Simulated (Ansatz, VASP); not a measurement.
## TaN in VASP and in Ansatz

```
CELL_PARAMETERS angstrom
0.00000 2.26989 2.18784
2.18784 0.00000 2.18784
2.18784 2.26989 0.00000
ATOMIC_POSITIONS crystal
Ta 0.50000 0.50000 0.50000
N 0.00000 0.00000 0.00000
```

Change from the starting cell: strain +0.0375 x Voigt [0, 1, 0, 0, 0, 0], atoms carried along.

Alike in both runs: task single point; functional PBEsol; k mesh 24 × 24 × 24; occupations gaussian, width 0.15 eV; no spin polarisation.

```csv
,VASP,Ansatz
version,VASP 6.6.1,Ansatz 0.2.0
potentials or method,"VASP PAW PBE potentials, release 64 (Ta_pv, N), cutoff 520 eV","scalar-relativistic, plane waves, PAW"
valence electrons in the cell,16,18
```

Ansatz gave:

| Quantity | Value |
| --- | --- |
| gap on the k mesh at the Fermi level (eV) | none |
| pressure (GPa) | -11.0 |
| traceless stress, the component that is largest in VASP (GPa) | -10.87 |

Problem. Which values does VASP return?

Solution. gap on the k mesh at the Fermi level (eV): none; pressure (GPa): -10.2; traceless stress, the component that is largest in VASP (GPa): -10.96.

VASP's potentials were made for PBE, not for PBEsol. A gap of «none» marks a metal or a gap that the smearing closes. VASP's potentials hold 16 valence electrons a cell and Ansatz's 18, so a difference there can come from the potentials and not from the codes.

Spin-orbit coupling is off throughout.
